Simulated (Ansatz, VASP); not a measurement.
Bi2Te3 in VASP and in Ansatz

```
Bi Te
1.0
     2.30732    1.38972   10.20026
    -2.07868    1.34586   10.15640
     0.07633   -2.43060   10.14035
Bi Te
2 3
Direct
  0.40000 0.40000 0.40000
  0.60000 0.60000 0.60000
  0.00000 0.00000 0.00000
  0.20950 0.20950 0.20950
  0.79050 0.79050 0.79050
```

Change from the starting cell: equal xy, yz and zx shear strains of +2 %, crystal datasets.

Alike in both runs: task electric field gradients; functional PBE; k mesh 7 × 7 × 7; occupations fermi-dirac, width 0.08 eV; no spin polarisation.

|  | VASP | Ansatz |
| --- | --- | --- |
| version | VASP 6.6.1 | Ansatz 0.2.0 |
| potentials or method | VASP PAW PBE potentials, release 64 (Bi_d, Te), cutoff 520 eV | all-electron PAW with datasets made for the crystal, scalar-relativistic |

|  | VASP | Ansatz | Ansatz less VASP |
| --- | --- | --- | --- |
| pressure (GPa) | 1.9 | 2.0 | +0.03 |
| traceless stress, the component that is largest in VASP (GPa) | -1.09 | -1.09 | 0.000 |
| rms of the force components (eV/Å) | 0.061 | 0.062 | +0.0012 |
| size of Vzz on the site where it differs most (V/Å²) | 95.9 | 100.2 | +4.29 |

Atom by atom the forces differ by 0.005 eV/Å (rms over components). Ansatz ran all-electron here, and VASP with PAW potentials.

Neither program's run includes spin-orbit coupling.
